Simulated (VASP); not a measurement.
Na, 1 atom in the cell. It takes space group Fm-3m (No. 225, cubic). Conventional cell: a = 4.082 Å, b = 4.082 Å, c = 4.082 Å, α = 90.00°, β = 90.00°, γ = 90.00°. Within 3.8 Å of Na (site symmetry m-3m) lie 12 Na at 2.89 Å. 

* Program: VASP 6.6.1
* Task: relaxation of cell and atoms
* Functional: LDA
* Potentials or basis: VASP PAW LDA potentials, release 64 (Na_pv)
* Cutoff: 600 eV
* k mesh: 16 × 16 × 16
* Occupations: fermi-dirac, width 0.1 eV
* Spin: no spin polarisation
* Target pressure: 22 GPa
* Dipole correction: no
* Further INCAR settings: ALGO = Normal; EDIFF = 1e-06; IBRION = 2; EDIFFG = -0.005; NSW = 60; ISIF = 3

Potentials or basis: VASP PAW LDA potentials, release 64 (Na_pv).

Run with:

```console
$ cat potpaw_LDA.64/Na_pv/POTCAR > POTCAR
$ mpirun -np 1 vasp_std > vasp.out
```

Hardware: 1 thread of Intel(R) Xeon(R) 6975P-C (Granite Rapids), with other jobs on the host.

Problem. How long does it take, and how much memory?

Solution. It took 20 s on 1 thread of Intel(R) Xeon(R) 6975P-C (Granite Rapids), with other jobs on the host, peak memory 0.13 GiB. Counts: scf iterations 55, k points 145, ion steps 20.
